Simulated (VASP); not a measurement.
# TaC: single point with LDA

Crystal: TaC.

```
Ta C
1.0
     0.00000    2.19296    2.19296
     2.19296    0.00000    2.19296
     2.19296    2.19296    0.00000
Ta C
1 1
Direct
  0.00000 0.00000 0.00000
  0.50000 0.50000 0.50000
```

* Program: VASP 6.6.1
* Task: single point
* Functional: LDA
* Potentials or basis: VASP PAW LDA potentials, release 64 (Ta_pv, C)
* Cutoff: 600 eV
* k mesh: 11 × 11 × 11
* Occupations: methfessel-paxton, width 0.15 eV
* Spin: no spin polarisation

- Pressure: 9.0 GPa

Levels at points of the mesh, in eV from the Fermi level:
| k point | band 5 | band 6 | band 7 | band 8 | band 9 | band 10 | band 11 | band 12 |
| --- | --- | --- | --- | --- | --- | --- | --- | --- |
| (0.00, 0.00, 0.00) | -1.57 | -1.57 | -1.57 | -0.59 | -0.59 | -0.59 | 0.56 | 0.56 |

Run time: 20 s on 1 thread of Intel(R) Xeon(R) Platinum 8559C (Emerald Rapids), on a shared host, peak memory 0.16 GiB.

Caveat: spin-orbit coupling is left out, which moves the levels of the heavy elements.
